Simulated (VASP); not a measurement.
A run of VASP 6.6.1 is set up as follows.

File INCAR:

```
SYSTEM = SrTiO3
ALGO = Normal ; EDIFF = 1E-6
ENCUT = 520 ; GGA = PE
ISIF = 2 ; ISMEAR = 0
LASPH = .True. ; LCHARG = .True.
LELF = .True. ; LREAL = .False.
LVHAR = .True. ; LWAVE = .False.
NBANDS = 28 ; NELM = 60
PREC = Accurate ; SIGMA = 0.02
```

KPOINTS

```
k-points
0
Gamma
  10 10 10
  0 0 0
```

The input POSCAR:

```
SrTiO3
1.0
    3.9364024076      0.0000000000      0.0000000000
    0.0000000000      3.9364024076      0.0000000000
    0.0000000000      0.0000000000      3.9364024076
Sr Ti O
1 1 3
Direct
    0.5000000000      0.5000000000      0.5000000000
    0.0000000000      0.0000000000      0.0000000000
    0.5000000000      0.0000000000      0.0000000000
    0.0000000000      0.5000000000      0.0000000000
    0.0000000000      0.0000000000      0.5000000000
```

Potentials or basis: VASP PAW PBE potentials, release 64 (Sr_sv, Ti_sv, O).

The run is started by

```sh
$ cat potpaw_PBE.64/Sr_sv/POTCAR potpaw_PBE.64/Ti_sv/POTCAR potpaw_PBE.64/O/POTCAR > POTCAR
$ mpirun -np 1 vasp_std > vasp.out
```

**Question.** Estimate the pressure.

**Answer.** 0.6 GPa.

**Question.** Estimate the band gap on the k mesh.

**Answer.** 1.81 eV (least direct gap 2.18 eV).

A k mesh can miss the band edges. As with any semilocal functional, this PBE gap is likely too small.
